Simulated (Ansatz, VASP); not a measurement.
## One calculation of Ge, two programs

```
Ge
1.0
     1.44726   -2.52357    0.00000
     1.44726    2.52357    0.00000
     0.00000    0.00000    4.59801
Ge
2
Direct
  0.66655 0.33345 0.25000
  0.33345 0.66655 0.75000
```

Alike in both runs: task single point; functional PBEsol; k mesh 11 × 11 × 6; no spin polarisation.

|  | VASP | Ansatz |
| --- | --- | --- |
| version | VASP 6.6.1 | Ansatz 0.2.0 |
| potentials or method | VASP PAW PBE potentials, release 64 (Ge_d), cutoff 520 eV | plane waves, PAW |
| occupations | methfessel-paxton of order 1, width 0.15 eV | cold, width 0.15 eV |
| valence electrons in the cell | 28 | 28 |

VASP gave:

```
pressure (GPa)                                                : 8.0
traceless stress, the component that is largest in VASP (GPa) : 5.93
```

Task: Which values does Ansatz return?

Result: Pressure (GPa): 7.9; traceless stress, the component that is largest in VASP (GPa): 6.29.

VASP's potentials were made for PBE, not for PBEsol.
